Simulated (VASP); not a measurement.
# Zn3In4O (P4/mmm) in VASP: single point with PBE

Aim: the single point of Zn3In4O with PBE.

Everything below comes from runs of VASP 6.6.1. Logs are shortened: lines on timing, memory, paths and dates and some standing lists are left out, and cuts for length are marked.

## Step 1: The cell of the first run

The structure is tetragonal, space group P4/mmm (No. 123). Conventional cell: a = 4.676 Å, b = 4.676 Å, c = 8.610 Å, α = 90.00°, β = 90.00°, γ = 90.00°. Zn (site symmetry 4mm) has 1 Zn at 2.30 Å and 4 In at 2.71 Å within 3.0 Å. Zn (site symmetry 4/mmm) has 8 In at 2.94 Å within 3.9 Å. Within 3.6 Å of In (site symmetry 2mm) lie 4 Zn at 2.71 to 2.94 Å and 5 In at 3.31 to 3.56 Å and 2 O at 3.44 Å. Within 4.5 Å of O (site symmetry 4/mmm) lie 8 In at 3.44 Å and 10 Zn at 3.50 to 4.31 Å.

## Step 2: Single point, PBE

INCAR

```
SYSTEM = Zn3In4O
  ALGO = Normal
  EDIFF = 1E-7
  ENCUT = 520
  GGA = PE
  ISIF = 2
  ISMEAR = 0
  LASPH = .True.
  LCHARG = .False.
  LREAL = .False.
  LWAVE = .False.
  NBANDS = 57
  NELM = 80
  PREC = Accurate
  SIGMA = 0.2
```

KPOINTS

```
k-points
0
Gamma
  4 4 2
  0 0 0
```

POSCAR

```
Zn3In4O
1.0
    4.6759202826      0.0000000000      0.0000000000
    0.0000000000      4.6759202826      0.0000000000
    0.0000000000      0.0000000000      8.6104930842
Zn In O
3 4 1
Direct
    0.5000000000      0.5000000000      0.6333330251
    0.5000000000      0.5000000000      0.3666669749
    0.0000000000      0.0000000000      0.0000000000
    0.5000000000      0.0000000000      0.7933539291
    0.0000000000      0.5000000000      0.7933539291
    0.5000000000      0.0000000000      0.2066460709
    0.0000000000      0.5000000000      0.2066460709
    0.0000000000      0.0000000000      0.5000000000
```

Potentials or basis: VASP PAW PBE potentials, release 64 (Zn, In_d, O).

Command:

```bash
cat potpaw_PBE.64/Zn/POTCAR potpaw_PBE.64/In_d/POTCAR potpaw_PBE.64/O/POTCAR > POTCAR
mpirun -np 1 vasp_std > vasp.out
```

OUTCAR:

```text
SYSTEM = Zn3In4O
   EDIFF = 1E-7
   ENCUT = 520
   GGA = PE
   ISIF = 2
   ISMEAR = 0
   LASPH = .True.
   LREAL = .False.
   NELM = 80
   PREC = Accurate

 ion  position               nearest neighbor table
   1  0.500  0.500  0.633-   2 2.30   4 2.71   5 2.71   4 2.71   5 2.71
   2  0.500  0.500  0.367-   1 2.30   6 2.71   7 2.71   6 2.71   7 2.71
   3  0.000  0.000  0.000-   4 2.94   5 2.94   6 2.94   7 2.94   5 2.94   7 2.94   4 2.94   6 2.94

   4  0.500  0.000  0.793-   1 2.71   1 2.71   3 2.94   3 2.94   5 3.31   5 3.31   5 3.31   5 3.31
                             6 3.56
   5  0.000  0.500  0.793-   1 2.71   1 2.71   3 2.94   3 2.94   4 3.31   4 3.31   4 3.31   4 3.31
                             7 3.56
   6  0.500  0.000  0.207-   2 2.71   2 2.71   3 2.94   3 2.94   7 3.31   7 3.31   7 3.31   7 3.31
                             4 3.56
   7  0.000  0.500  0.207-   2 2.71   2 2.71   3 2.94   3 2.94   6 3.31   6 3.31   6 3.31   6 3.31
                             5 3.56
   8  0.000  0.000  0.500-

  LATTYP: Found a simple tetragonal cell.
 ALAT       =     4.6759202826
 C/A-ratio  =     1.8414542088

  Lattice vectors:

 A1 = (   4.6759202826,   0.0000000000,   0.0000000000)
 A2 = (   0.0000000000,   4.6759202826,   0.0000000000)
 A3 = (   0.0000000000,   0.0000000000,   8.6104930842)

Analysis of symmetry for initial positions (statically):
=====================================================================
 Subroutine PRICEL returns:
 Original cell was already a primitive cell.

 Routine SETGRP: Setting up the symmetry group for a
 simple tetragonal supercell.

 Subroutine GETGRP returns: Found 16 space group operations
 (whereof 16 operations were pure point group operations)
 out of a pool of 16 trial point group operations.

The static configuration has the point symmetry D_4h.

Analysis of symmetry for dynamics (positions and initial velocities):
=====================================================================
 Subroutine PRICEL returns:
 Original cell was already a primitive cell.

 Routine SETGRP: Setting up the symmetry group for a
 simple tetragonal supercell.

 Subroutine GETGRP returns: Found 16 space group operations
 (whereof 16 operations were pure point group operations)
 out of a pool of 16 trial point group operations.

The dynamic configuration has the point symmetry D_4h.

 Subroutine INISYM returns: Found 16 space group operations
 (whereof 16 operations are pure point group operations),
 and found     1 'primitive' translations

----------------------------------------------------------------------------------------

                                     Primitive cell

  volume of cell :     188.2618

  direct lattice vectors                    reciprocal lattice vectors
     4.675920283  0.000000000  0.000000000     0.213861644  0.000000000  0.000000000
     0.000000000  4.675920283  0.000000000     0.000000000  0.213861644  0.000000000
     0.000000000  0.000000000  8.610493084     0.000000000  0.000000000  0.116137368

  length of vectors
     4.675920283  4.675920283  8.610493084     0.213861644  0.213861644  0.116137368

  position of ions in fractional coordinates (direct lattice)
     0.500000000  0.500000000  0.633333025
     0.500000000  0.500000000  0.366666975
     0.000000000  0.000000000  0.000000000
     0.500000000  0.000000000  0.793353929
     0.000000000  0.500000000  0.793353929
     0.500000000  0.000000000  0.206646071
     0.000000000  0.500000000  0.206646071
     0.000000000  0.000000000  0.500000000

  ion indices of the primitive-cell ions
   primitive index   ion index
                 1           1
                 2           2
                 3           3
                 4           4
                 5           5
                 6           6
                 7           7
                 8           8

----------------------------------------------------------------------------------------

 KPOINTS: k-points

Automatic generation of k-mesh.
 Grid dimensions read from file:
 generate k-points for:    4    4    2

 Generating k-lattice:

  Cartesian coordinates                     Fractional coordinates (reciprocal lattice)
     0.053465411  0.000000000  0.000000000     0.250000000  0.000000000  0.000000000
     0.000000000  0.053465411  0.000000000     0.000000000  0.250000000  0.000000000
     0.000000000  0.000000000  0.058068684     0.000000000  0.000000000  0.500000000

  Length of vectors
     0.053465411  0.053465411  0.058068684

  Shift w.r.t. Gamma in fractional coordinates (k-lattice)
     0.000000000  0.000000000  0.000000000

 Subroutine IBZKPT returns following result:
 ===========================================

 Found     12 irreducible k-points:

 Following reciprocal coordinates:
            Coordinates               Weight
  0.000000  0.000000  0.000000      1.000000
  0.250000  0.000000  0.000000      4.000000
  0.500000  0.000000  0.000000      2.000000
  0.250000  0.250000  0.000000      4.000000
  0.500000  0.250000  0.000000      4.000000
  0.500000  0.500000  0.000000      1.000000
  0.000000  0.000000  0.500000      1.000000
  0.250000  0.000000  0.500000      4.000000
  0.500000  0.000000  0.500000      2.000000
  0.250000  0.250000  0.500000      4.000000
  0.500000  0.250000  0.500000      4.000000
  0.500000  0.500000  0.500000      1.000000
   k-points           NKPTS =     12   k-points in BZ     NKDIM =     12   number of bands    NBANDS=     57
   number of dos      NEDOS =    301   number of ions     NIONS =      8
   total plane-waves  NPLWV =  82944
   dimension x,y,z NGX =    36 NGY =   36 NGZ =   64
   dimension x,y,z NGXF=    72 NGYF=   72 NGZF=  128
   ions per type =               3   4   1
   NGX,Y,Z   is equivalent  to a cutoff of  12.80, 12.80, 12.36 a.u.
   NGXF,Y,Z  is equivalent  to a cutoff of  25.60, 25.60, 24.71 a.u.
 SYSTEM =  Zn3In4O
   PREC   = accura    normal or accurate (medium, high low for compatibility)
   ISTART =      0    job   : 0-new  1-cont  2-samecut
   ICHARG =      2    charge: 1-file 2-atom 10-const
   ISPIN  =      1    spin polarized calculation?
   LNONCOLLINEAR =      F non collinear calculations
   LSORBIT =      F    spin-orbit coupling
   LASPH  =      T    aspherical Exc in radial PAW
   ENCUT  =  520.0 eV  38.22 Ry    6.18 a.u.   8.69  8.69 16.01*2*pi/ulx,y,z
   NELM   =     80;   NELMIN=  2; NELMDL= -5     # of ELM steps
   EDIFF  = 0.1E-06   stopping-criterion for ELM
   LREAL  =      F    real-space projection
   EDIFFG = 0.1E-05   stopping-criterion for IOM
   NSW    =      0    number of steps for IOM
   IBRION =     -1    ionic relax: 0-MD 1-quasi-New 2-CG
   NFREE  =      0    steps in history (QN), initial steepest desc. (CG)
   ISIF   =      2    stress and relaxation
   ISYM   =      2    0-nonsym 1-usesym 2-fastsym
   POTIM  = 0.5000    time-step for ionic-motion
   TEBEG  =    0.0;   TEEND  =   0.0 temperature during run
   PSTRESS=    0.0 pullay stress
   NELECT =      94.0000    total number of electrons
   NUPDOWN=      -1.0000    fix difference up-down
   EMIN   =  10.00;   EMAX   =-10.00  energy-range for DOS
   EFERMI =   0.00;   METHOD = LEGACY
   ISMEAR =     0;   SIGMA  =   0.20  broadening in eV -4-tet -1-fermi 0-gaus
   EFERMI_NEDOS =   21; number of points for ismear=-14 and -15
   IALGO  =     38    algorithm
   IMIX   =      4    mixing-type and parameters
     AMIX     =   0.40;   BMIX     =  1.00
     AMIX_MAG =   1.60;   BMIX_MAG =  1.00
  volume/ion in A,a.u.               =      23.53       158.81
  Fermi-wavevector in a.u.,A,eV,Ry     =   1.298763  2.454307 22.950122  1.686786
  Thomas-Fermi vector in A             =   2.430071
   LORBIT       =      0    0 simple, 1 ext, 2 COOP (PROOUT), +10 PAW based schemes
   GGA     = PE    functional components
   LHFCALC =     F    Hartree Fock is set to
   AEXX    =    0.0000 exact exchange contribution
   IVDW    =     0    specifies the selected vdW correction
   LEPSILON=     F    determine dielectric tensor
   LRPA    =     F    only Hartree local field effects (RPA)
 non-spin polarized calculation
 Gauss-broadening in eV      SIGMA  =   0.20
  energy-cutoff  :      520.00
  volume of cell :      188.26
 maximum number of plane-waves:      5088
 NGX is ok and might be reduce to    36
   NGX = 17   NGY = 17   NGZ = 33

 number of electron      93.9999962 magnetization

 Free energy of the ion-electron system (eV)
  ---------------------------------------------------
  ext. energy  EPLUGINS =         0.00000000
  ---------------------------------------------------
  free energy    TOTEN  =       -15.92849342 eV

  energy without entropy =      -15.82404358  energy(sigma->0) =      -15.87626850

 E-fermi :   3.9471     XC(G=0):  -9.6925

 val. band max:        3.8848312713   @ k =   0.5000   0.2500   0.0000
 cond. band min:       3.9472831667   @ k =   0.2500   0.2500   0.5000
 fundamental gap:      0.0624518954
 Fermi energy:         3.9470615147

 k-point     1 :       0.0000    0.0000    0.0000
  band No.  band energies     occupation
      1     -11.3182      2.00000
      2     -10.8306      2.00000
      3     -10.8221      2.00000
      4     -10.7796      2.00000
      5     -10.7632      2.00000
      6     -10.7088      2.00000
[... 49 lines left out ...]
     56       9.2126      0.00000
     57      10.0746      0.00000

 k-point     2 :       0.2500    0.0000    0.0000
  band No.  band energies     occupation
      1     -11.3144      2.00000
      2     -10.7622      2.00000
      3     -10.7548      2.00000
      4     -10.7330      2.00000
      5     -10.7151      2.00000
      6     -10.6747      2.00000
[... 49 lines left out ...]
     56       8.4820      0.00000
     57       9.3138      0.00000
[... 538 lines left out ...]
     56       9.2826      0.00000
     57       9.6581      0.00000

 k-point    12 :       0.5000    0.5000    0.5000
  band No.  band energies     occupation
      1     -11.3080      2.00000
      2     -10.7405      2.00000
      3     -10.7405      2.00000
      4     -10.7198      2.00000
      5     -10.7101      2.00000
      6     -10.7101      2.00000
[... 49 lines left out ...]
     56      12.3159      0.00000
     57      12.3987      0.00000

------------------------ aborting loop because EDIFF is reached ----------------------------------------

  FORCE on cell =-STRESS in cart. coord.  units (eV):
  Direction    XX          YY          ZZ          XY          YZ          ZX
  --------------------------------------------------------------------------------------
  -------------------------------------------------------------------------------------
  Total        0.2821253      0.2821253     -0.2213514      0.0000000      0.0000000      0.0000000
  in kB        2.4009904      2.4009904     -1.8837822      0.0000000      0.0000000      0.0000000
  external PRESSURE =       0.9727328 kB  Pullay stress =       0.0000000 kB

 VOLUME and BASIS-vectors are now :
 -----------------------------------------------------------------------------
  energy-cutoff  :      520.00
  volume of cell :      188.26
      direct lattice vectors                 reciprocal lattice vectors
     4.675920283  0.000000000  0.000000000     0.213861644  0.000000000  0.000000000
     0.000000000  4.675920283  0.000000000     0.000000000  0.213861644  0.000000000
     0.000000000  0.000000000  8.610493084     0.000000000  0.000000000  0.116137368

 POSITION                                       TOTAL-FORCE (eV/Angst)
 -----------------------------------------------------------------------------------
      2.33796      2.33796      5.45331         0.000000      0.000000      0.081508
      2.33796      2.33796      3.15718        -0.000000      0.000000     -0.081508
      0.00000      0.00000      0.00000         0.000000      0.000000      0.000000
      2.33796      0.00000      6.83117         0.000000      0.000000     -0.022893
      0.00000      2.33796      6.83117         0.000000     -0.000000     -0.022893
      2.33796      0.00000      1.77932         0.000000      0.000000      0.022893
      0.00000      2.33796      1.77932         0.000000      0.000000      0.022893
      0.00000      0.00000      4.30525         0.000000      0.000000      0.000000
 -----------------------------------------------------------------------------------
    total drift:                                0.000000     -0.000000      0.000000

  FREE ENERGIE OF THE ION-ELECTRON SYSTEM (eV)
  ---------------------------------------------------
  free  energy   TOTEN  =       -15.9284934191 eV

  energy  without entropy=      -15.8240435761  energy(sigma->0) =      -15.87626850
```

It took 91 s on 1 thread of AMD EPYC 9R45 (Zen 5), shared host; peak memory 0.29 GiB.

Results:

```
Free energy            : -15.9285 eV
Pressure               : 0.1 GPa
Largest force          : 0.082 eV/Å
Band gap on the k mesh : zero (band 47 reaches 4.63 eV, above the bottom of band 48 at 3.45 eV)
```

Forces on the atoms (eV/Å):
```
Zn   0.000  0.000  0.082
Zn   0.000  0.000 -0.082
Zn   0.000  0.000  0.000
In   0.000  0.000 -0.023
In   0.000  0.000 -0.023
In   0.000  0.000  0.023
In   0.000  0.000  0.023
O    0.000  0.000  0.000
```

Stress tensor (GPa, compression positive):
```
 0.24  0.00  0.00
 0.00  0.24  0.00
 0.00  0.00 -0.19
```

Levels at points of the mesh, in eV from the Fermi level:
```csv
k point,band 44,band 45,band 46,band 47,band 48,band 49,band 50,band 51
"(0.00, 0.00, 0.00)",-0.63,-0.36,-0.36,-0.16,-0.11,0.06,0.06,2.16
"(0.50, 0.00, 0.00)",-0.70,-0.51,0.45,0.69,1.17,1.18,1.43,1.54
"(0.50, 0.50, 0.00)",-2.55,-1.87,-1.87,-1.09,-0.23,0.56,0.56,2.62
"(0.00, 0.00, 0.50)",-1.19,-1.19,-0.78,-0.66,0.34,0.34,2.30,2.55
"(0.50, 0.00, 0.50)",-0.76,-0.41,-0.33,0.54,0.62,0.76,1.05,1.95
"(0.50, 0.50, 0.50)",-2.13,-0.94,-0.76,-0.76,-0.49,-0.14,-0.14,2.47
```

Caveat: the k points lie up to 0.36 Å⁻¹ apart; spin-orbit coupling is left out, which moves the levels of the heavy elements.
